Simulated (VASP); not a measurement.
Input of a VASP 6.6.1 run:

Contents of INCAR:

```
SYSTEM = Li3H
  ALGO = Normal
  EDIFF = 1E-7
  ENCUT = 520
  GGA = PE
  ISIF = 2
  ISMEAR = 0
  LASPH = .True.
  LCHARG = .False.
  LREAL = .False.
  LWAVE = .False.
  NBANDS = 13
  NELM = 80
  PREC = Accurate
  SIGMA = 0.1
```

File KPOINTS:

```
k-points
0
Gamma
  12 12 12
  0 0 0
```

File POSCAR:

```
Li3H
1.0
    3.8901392423      0.0000000000      0.0000000000
    0.0000000000      3.8901392423      0.0000000000
    0.0000000000      0.0000000000      3.8901392423
Li H
3 1
Direct
    0.0000000000      0.5000000000      0.5000000000
    0.5000000000      0.0000000000      0.5000000000
    0.5000000000      0.5000000000      0.0000000000
    0.0000000000      0.0000000000      0.0000000000
```

Potentials or basis: VASP PAW PBE potentials, release 64 (Li_sv, H).

Run with:

```sh
$ cat potpaw_PBE.64/Li_sv/POTCAR potpaw_PBE.64/H/POTCAR > POTCAR
$ mpirun -np 1 vasp_std > vasp.out
```

Estimate the band gap on the k mesh.

zero (bands 5 and 6 overlap by 1.12 eV).
